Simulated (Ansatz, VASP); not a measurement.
**Two plane-wave programs on AlPt**

```xyz
8
Lattice="4.7452 0.0000 0.0000 0.0000 4.7452 0.0000 0.0000 0.0000 4.7452" Properties=species:S:1:pos:R:3 pbc="T T T"
Al    4.0051    4.0051    4.0051
Al    3.1127    0.7401    1.6325
Al    1.6325    3.1127    0.7401
Al    0.7401    1.6325    3.1127
Pt    0.7358    0.7358    0.7358
Pt    1.6368    4.0094    3.1084
Pt    3.1084    1.6368    4.0094
Pt    4.0094    3.1084    1.6368
```

Alike in both runs: task single point; functional PBEsol; k mesh 6 × 6 × 6; occupations gaussian, width 0.1 eV; no spin polarisation.

|  | VASP | Ansatz |
| --- | --- | --- |
| version | VASP 6.6.1 | Ansatz 0.2.0 |
| potentials or method | VASP PAW PBE potentials, release 64 (Al, Pt), cutoff 520 eV | plane waves, PAW |
| valence electrons in the cell | 52 | 84 |

|  | VASP | Ansatz | Ansatz less VASP |
| --- | --- | --- | --- |
| pressure (GPa) | 18.7 | 18.7 | -0.02 |

VASP's potentials were made for PBE, not for PBEsol. VASP's potentials hold 52 valence electrons a cell and Ansatz's 84, so a difference there can come from the potentials and not from the codes.

Spin-orbit coupling is off throughout.
